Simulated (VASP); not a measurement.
Runs of VASP 6.6.1 on AlGa3As4. The structure is that of space group P-43m (No. 215), or close to it. The cells are those of the table. 

```csv
task,cell,k mesh,smearing,gap on the mesh (eV),pressure (GPa)
single point,"a = 5.655 Å, 8 atoms",4 × 4 × 4,gaussian 0.1 eV,0.79,(a)
single point,"a = 5.664 Å, 8 atoms",6 × 6 × 6,gaussian 0.01 eV,0.76,0.2
relaxation of cell and atoms,"relaxed from a = 5.655 Å, 8 atoms",6 × 6 × 6,gaussian 0.02 eV,0.74,0.0
single point,"a = 5.663 Å, 8 atoms",6 × 6 × 6,gaussian 0.02 eV,0.76,0.2
```

Alike in all rows: level PBEsol; potentials or basis VASP PAW PBE potentials, release 64 (Al, Ga_d, As); no spin polarisation; cutoff (eV) 500.

Question: Fill in the values left out.

Answer: (a) 0.4.

Caveats: the PAW data sets were made with another functional, which shifts forces and pressure a little.

A k mesh can miss the band edges, and the runs leave out spin-orbit coupling on As, Ga.
